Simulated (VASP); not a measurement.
SiNi: single point with PBE

The system is SiNi.

```
CELL_PARAMETERS angstrom
5.10396 0.00000 0.00000
0.00000 3.34991 0.00000
0.00000 0.00000 5.54670
ATOMIC_POSITIONS crystal
Si 0.32272 0.75000 0.08518
Si 0.17728 0.25000 0.58518
Si 0.82272 0.75000 0.41482
Si 0.67728 0.25000 0.91482
Ni 0.00956 0.25000 0.18696
Ni 0.49044 0.75000 0.68696
Ni 0.50956 0.25000 0.31304
Ni 0.99044 0.75000 0.81304
```

```
Program             : VASP 6.6.1
Task                : single point
Functional          : PBE
Potentials or basis : VASP PAW PBE potentials, release 64 (Si, Ni)
Cutoff              : 520 eV
k mesh              : 8 × 10 × 6
Occupations         : gaussian, width 0.1 eV
Spin                : no spin polarisation
```

| Item | Value |
| --- | --- |
| Pressure | 5.4 GPa |
| Largest force | 0.011 eV/Å |
| Band gap on the k mesh | zero (bands 28 and 29 overlap by 1.84 eV) |

Forces on the atoms (eV/Å):
```
Si   0.002  0.000  0.007
Si  -0.002  0.000  0.007
Si   0.002  0.000 -0.007
Si  -0.002  0.000 -0.007
Ni   0.011  0.000  0.000
Ni  -0.011  0.000  0.000
Ni   0.011  0.000  0.000
Ni  -0.011  0.000  0.000
```

Stress tensor (GPa, compression positive):
```
5.43 0.00 0.00
0.00 5.31 0.00
0.00 0.00 5.47
```

Levels at points of the mesh, in eV from the Fermi level:
| k point | band 24 | band 25 | band 26 | band 27 | band 28 | band 29 | band 30 | band 31 | band 32 | band 33 |
| --- | --- | --- | --- | --- | --- | --- | --- | --- | --- | --- |
| (0.00, 0.00, 0.00) | -2.00 | -1.81 | -1.22 | -1.15 | -0.95 | 0.63 | 1.33 | 3.30 | 3.91 | 4.05 |
| (0.50, 0.00, 0.00) | -2.04 | -1.88 | -1.88 | 1.04 | 1.04 | 1.07 | 1.07 | 3.74 | 3.74 | 4.63 |
| (0.00, 0.50, 0.00) | -2.19 | -1.95 | -1.95 | -1.42 | -1.42 | -0.61 | -0.61 | 2.05 | 2.05 | 2.60 |
| (0.50, 0.50, 0.00) | -2.12 | -1.74 | -1.74 | -1.74 | -1.74 | 0.51 | 0.51 | 0.51 | 0.51 | 4.34 |
| (0.00, 0.00, 0.50) | -2.13 | -1.44 | -1.44 | -0.23 | -0.23 | 0.91 | 0.91 | 3.34 | 3.34 | 4.43 |
| (0.50, 0.00, 0.50) | -2.12 | -1.03 | -1.03 | 0.79 | 0.79 | 2.32 | 2.32 | 2.75 | 2.75 | 2.93 |
| (0.00, 0.50, 0.50) | -2.06 | -2.03 | -2.03 | -1.72 | -1.72 | 0.16 | 0.16 | 1.36 | 1.36 | 2.44 |
| (0.50, 0.50, 0.50) | -2.23 | -1.93 | -1.93 | -1.93 | -1.93 | 2.63 | 2.63 | 2.63 | 2.63 | 3.59 |

It took 12 min on 1 thread of AMD EPYC 7R13 (shared host), peak memory 0.41 GiB.

Caveat: the cell stands under pressure. Spin polarisation is off, so any magnetic state and its effect on volume and gap are missing.
